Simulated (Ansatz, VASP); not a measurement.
Ti: VASP beside Ansatz

File INCAR:

```
SYSTEM = Ti
PREC = Accurate ; ENCUT = 520
EDIFF = 1E-7 ; ISMEAR = 0
SIGMA = 0.15 ; LREAL = .FALSE.
LASPH = .TRUE. ; NELM = 60
ALGO = Fast ; ISIF = 2
LWAVE = .FALSE. ; LCHARG = .FALSE.
GGA = PS ; NBANDS = 19
```

Contents of KPOINTS:

```
regular mesh
0
G
  18 18 10
  0 0 0
```

Contents of POSCAR:

```
Ti
1.0
    2.9942478283      0.0000000000      0.0000000000
   -1.4971239141      2.5930946845      0.0000000000
    0.0000000000      0.0000000000      4.6860000000
Ti
2
Direct
    0.3333333333      0.6666666667      0.2500000000
    0.6666666667      0.3333333333      0.7500000000
```

Input for Ansatz:

```yaml
crystal:
  lattice:
    - [2.9942478283, 0.0, 0.0]
    - [-1.4971239141, 2.5930946845, 0.0]
    - [0.0, 0.0, 4.686]
  atoms:
    - { symbol: Ti, position: [0.3333333333, 0.6666666667, 0.25] }
    - { symbol: Ti, position: [0.6666666667, 0.3333333333, 0.75] }
basis:
  ecutwfc: 420
kpoints:
  mp_grid: { grid: [18, 18, 10] }
hamiltonian:
  xc: pbesol
scf:
  occupations: { method: gaussian, width: 0.15 }
output:
  forces: true
  stress: true
  eigenvalues: true
```

Change from the starting cell: strain +0.0150 x Voigt [1, 1, 0, 0, 0, 0], atoms carried along.

Alike in both runs: task single point; functional PBEsol; k mesh 18 × 18 × 10; occupations gaussian, width 0.15 eV; no spin polarisation.

|  | VASP | Ansatz |
| --- | --- | --- |
| version | VASP 6.6.1 | Ansatz 0.2.0 |
| potentials or method | VASP PAW PBE potentials, release 64 (Ti_sv), cutoff 520 eV | scalar-relativistic, plane waves, PAW |
| valence electrons in the cell | 24 | 24 |

Ansatz gave:

* gap on the k mesh at the Fermi level (eV): none
* pressure (GPa): -8.6
* traceless stress, the component that is largest in VASP (GPa): 0.58

Task: Which values does VASP return?

Result: gap on the k mesh at the Fermi level (eV): none; pressure (GPa): -8.8; traceless stress, the component that is largest in VASP (GPa): 0.58.

VASP's potentials were made for PBE, not for PBEsol. A gap of «none» marks a metal or a gap that the smearing closes. With one functional, cell and mesh, what is left measures potentials, basis and numerics.
